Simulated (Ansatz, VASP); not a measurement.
# Two plane-wave programs on HfO2

```
Hf O
1.0
     3.61211    0.00000    0.00000
     0.00000    3.61211    0.00000
     0.00000    0.00000    5.25373
Hf O
2 4
Cartesian
  1.8061 1.8061 2.6269
  0.0000 0.0000 0.0000
  0.0000 1.8061 3.6577
  1.8061 0.0000 4.2229
  1.8061 0.0000 1.5960
  0.0000 1.8061 1.0308
```

Alike in both runs: task single point; functional r2SCAN; k mesh 6 × 6 × 4; no spin polarisation.

|  | VASP | Ansatz |
| --- | --- | --- |
| version | VASP 6.6.1 | Ansatz 0.2.0 |
| potentials or method | VASP PAW PBE potentials, release 64 (Hf_pv, O) | plane waves, PAW |
| plane-wave cutoff (eV) | 520 | 500 |
| occupations | gaussian, width 0.01 eV | fixed |
| valence electrons in the cell | 44 | 76 |

```csv
,VASP,Ansatz,Ansatz less VASP
gap on the k mesh at the Fermi level (eV),5.11,5.14,+0.027
pressure (GPa),-10.6,-7.2,+3.36
"traceless stress, the component that is largest in VASP (GPa)",0.81,0.64,-0.176
rms of the force components (eV/Å),0.108,0.075,-0.0326
```

VASP's potentials were made for PBE, not for r2SCAN. Atom by atom the forces differ by 0.033 eV/Å (rms over components). VASP's potentials hold 44 valence electrons a cell and Ansatz's 76, so a difference there can come from the potentials and not from the codes.

Neither program's run includes spin-orbit coupling.
